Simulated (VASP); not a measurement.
Input of a VASP 6.6.1 run:

The input INCAR:

```
  ALGO = Normal
  EDIFF = 1E-6
  ENCUT = 520
  GGA = PE
  ISIF = 2
  ISMEAR = 0
  LASPH = T
  LCHARG = F
  LREAL = F
  LWAVE = F
  NBANDS = 33
  NELM = 100
  PREC = Accurate
  SIGMA = 0.02
```

The input KPOINTS:

```
k-points
0
Gamma
  8 8 6
```

POSCAR

```
Hf2SiO4
1.0
    5.4935374674     -1.6889637098      0.0092401191
    5.4935374674      1.6889637098      0.0092401191
   -1.3100616012      0.0000000000      5.7802316382
Hf Si O
2 1 4
Direct
    0.7674700103      0.7674700103      0.7489186310
    0.2325299897      0.2325299897      0.2510813690
    0.0000000000      0.0000000000      0.0000000000
    0.8140899054      0.8140899054      0.4119411370
    0.1859100946      0.1859100946      0.5880588630
    0.6479681456      0.6479681456      0.9848113421
    0.3520318544      0.3520318544      0.0151886579
```

Potentials or basis: VASP PAW PBE potentials, release 64 (Hf_pv, Si, O).

Command:

```sh
$ cat potpaw_PBE.64/Hf_pv/POTCAR potpaw_PBE.64/Si/POTCAR potpaw_PBE.64/O/POTCAR > POTCAR
$ mpirun -np 1 vasp_std > vasp.out
```

Task: Estimate the band gap on the k mesh.

Result: 0.74 eV (least direct gap 1.34 eV).

Task: Estimate the pressure.

Result: -1.6 GPa.

Forces in eV/Å, atoms in the order of the input:
```
Hf  -0.092  0.000 -0.061
Hf   0.092  0.000  0.061
Si   0.000  0.000  0.000
O   -0.138  0.000 -0.010
O    0.138  0.000  0.010
O    0.122  0.000  0.028
O   -0.122  0.000 -0.028
```

Caveat: semilocal functionals underestimate gaps, and a narrow one can read as zero; spin-orbit coupling is left out, which moves the levels of the heavy elements. A k mesh can miss the band edges.
